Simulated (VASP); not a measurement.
A run of VASP 6.6.1 is set up as follows.

INCAR

```
PREC     = Accurate       # precision mode
ENCUT    = 520            # plane-wave cutoff, eV
EDIFF    = 1E-8           # SCF threshold, eV
ISMEAR   = -1             # smearing method
SIGMA    = 0.03           # smearing width, eV
LREAL    = F              # projectors in reciprocal space
LASPH    = T              # aspherical terms in the spheres
NELM     = 100            # most SCF steps
ALGO     = Normal         # electronic algorithm
ISIF     = 2              # what is computed and relaxed
LWAVE    = F              # write WAVECAR
LCHARG   = F              # write CHGCAR
GGA      = PE             # functional
LEFG     = T            
NBANDS   = 14             # bands
```

File KPOINTS:

```
regular mesh
0
Gamma
  10 10 10
```

POSCAR

```
HfN
1.0
    0.0000000000      2.2887270932      2.2887270932
    2.2887270932      0.0000000000      2.2887270932
    2.2887270932      2.2887270932      0.0000000000
Hf N
1 1
Direct
    0.0000000000      0.0000000000      0.0000000000
    0.5000000000      0.5000000000      0.5000000000
```

Potentials or basis: VASP PAW PBE potentials, release 64 (Hf_pv, N).

Launch:

```bash
$ cat potpaw_PBE.64/Hf_pv/POTCAR potpaw_PBE.64/N/POTCAR > POTCAR
$ mpirun -np 1 vasp_std > vasp.out
```

(1) What does it give for the pressure?

Results:

(1) -7.2 GPa.

Caveat: without QUAD_EFG the Cq values of the log hold for a quadrupole moment of 1 mb, not for the nuclei.
